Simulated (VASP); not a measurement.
The system is Si.

```
Si
1.0
     3.83213    0.00000    0.00000
    -1.91606    3.31872    0.00000
     0.00000    0.00000    6.34122
Si
4
Direct
  0.33333 0.66667 0.00056
  0.66667 0.33333 0.50056
  0.33333 0.66667 0.37444
  0.66667 0.33333 0.87444
```

This isn't the form of Si at room conditions, which is diamond.

Base run:

- Program: VASP 6.6.1
- Functional: r2SCAN
- Potentials or basis: VASP PAW PBE potentials, release 64 (Si)
- Cutoff: 520 eV
- k mesh: 12 × 12 × 4
- Occupations: gaussian, width 0.01 eV
- Spin: no spin polarisation

Its results: band gap on the k mesh 0.62 eV (least direct gap 1.38 eV); pressure -0.2 GPa.

Task: After a change of settings the same cell gave: band gap on the k mesh 0.32 eV (least direct gap 0.93 eV); pressure -2.2 GPa. Which change was it?
A. functional from r2SCAN to PBE; k mesh from 12 × 12 × 4 to 6 × 6 × 2
B. functional from r2SCAN to PBE; occupations from gaussian, width 0.01 eV to fermi-dirac, width 0.02 eV
C. functional from r2SCAN to LDA; potentials or basis from VASP PAW PBE potentials, release 64 (Si) to VASP PAW LDA potentials, release 64 (Si)

Result: C.

Caveats: the PAW data sets were made with another functional, which shifts forces and pressure a little (at least some runs).
